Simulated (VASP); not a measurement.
## FeSi: relaxation of cell and atoms with r2SCAN

FeSi:

```xyz
8
Lattice="4.5507 0.0000 0.0000 0.0000 4.5507 0.0000 0.0000 0.0000 4.5507" Properties=species:S:1:pos:R:3 pbc="T T T"
Fe    0.6213    0.6213    0.6213
Fe    1.6541    3.9294    2.8966
Fe    2.8966    1.6541    3.9294
Fe    3.9294    2.8966    1.6541
Si    3.8335    3.8335    3.8335
Si    2.9925    0.7172    1.5582
Si    1.5582    2.9925    0.7172
Si    0.7172    1.5582    2.9925
```

| Item | Value |
| --- | --- |
| Program | VASP 6.6.1 |
| Task | relaxation of cell and atoms |
| Functional | r2SCAN |
| Potentials or basis | VASP PAW PBE potentials, release 64 (Fe, Si) |
| Cutoff | 600 eV |
| k mesh | 4 × 4 × 4 |
| Occupations | gaussian, width 0.1 eV |
| Spin | no spin polarisation |
| Target pressure | 50.7 GPa |
| Dipole correction | no |
| Further INCAR settings | ALGO = Normal; EDIFF = 1e-07; IBRION = 2; EDIFFG = -0.05; NSW = 80; ISIF = 3 |

```
Relaxed volume                                             : 9.23 Å³/atom
Relaxed cell                                               : a = 4.195 Å, b = 4.195 Å, c = 4.195 Å, α = 90.00°, β = 90.00°, γ = 90.00°
Space group after relaxing (to 0.1 Å)                      : P2_13 (No. 198)
Energy change on relaxing (the run minimises the enthalpy) : +124.4 meV/atom
Ionic steps                                                : 12
Pressure after relaxing                                    : 50.7 GPa
Largest force after relaxing                               : 0.006 eV/Å
Band gap on the k mesh                                     : 0.35 eV (least direct gap 0.40 eV)
```

Forces on the atoms (eV/Å):
```
Fe   0.002  0.002  0.002
Fe  -0.002 -0.002  0.002
Fe   0.002 -0.002 -0.002
Fe  -0.002  0.002 -0.002
Si  -0.003 -0.003 -0.003
Si   0.003  0.003 -0.003
Si  -0.003  0.003  0.003
Si   0.003 -0.003  0.003
```

Step by step:
| step | energy change (eV) | largest force (eV/Å) | pressure (GPa) | volume (Å³) |
| --- | --- | --- | --- | --- |
| 1 | 0.0000 | 0.3049 | -20.10 | 94.24 |
| 2 | 75.1318 | 9.1409 | 1022.95 | 39.58 |
| 3 | -0.0781 | 0.4848 | 26.32 | 78.52 |
| 4 | 0.3692 | 0.6581 | 37.76 | 76.28 |
| 5 | 0.9938 | 0.8512 | 51.09 | 74.02 |
| 6 | 0.8774 | 0.8179 | 48.74 | 74.39 |
| 7 | 0.9108 | 0.0819 | 49.12 | 74.09 |
| 8 | 0.9191 | 0.0793 | 49.18 | 74.06 |
| 9 | 1.1856 | 0.0365 | 54.47 | 73.23 |
| 10 | 1.0043 | 0.0563 | 50.89 | 73.78 |
| 11 | 1.0025 | 0.0568 | 50.86 | 73.79 |
| 12 | 0.9951 | 0.0059 | 50.68 | 73.81 |

Final structure:
```
Fe Si
1.0
     4.19480    0.00000    0.00000
     0.00000    4.19480    0.00000
     0.00000    0.00000    4.19480
Fe Si
4 4
Direct
  0.14145 0.14145 0.14145
  0.35855 0.85855 0.64145
  0.64145 0.35855 0.85855
  0.85855 0.64145 0.35855
  0.84333 0.84333 0.84333
  0.65667 0.15667 0.34333
  0.34333 0.65667 0.15667
  0.15667 0.34333 0.65667
```

Levels at points of the mesh, in eV from the valence-band top:
```
           k point  band 20  band 21  band 22  band 23  band 24  band 25  band 26  band 27  band 28  band 29
(0.00, 0.00, 0.00)    -0.44    -0.44    -0.44    -0.15    -0.15     1.00     1.00     1.00     4.23     4.23
(0.50, 0.00, 0.00)    -1.72    -0.60    -0.60    -0.02    -0.02     0.39     0.39     2.31     2.31     3.28
(0.50, 0.50, 0.00)    -1.66    -1.32    -1.32    -0.53    -0.53     0.95     0.95     1.89     1.89     3.83
(0.50, 0.50, 0.50)    -1.00    -0.97    -0.97    -0.97    -0.97     0.84     0.84     0.84     0.84     7.40
```

It took 37 min on 1 thread of AMD EPYC 7R43 64-Core Processor (Zen 3), on a shared host, peak memory 0.2 GiB.

Caveat: the cell is relaxed towards a set pressure, so the run minimises the enthalpy, not the energy; the volume moved by over 15 % at a fixed basis, so the end points are rough; the PAW data sets were made with another functional, which shifts forces and pressure a little. A k mesh can miss the band edges.
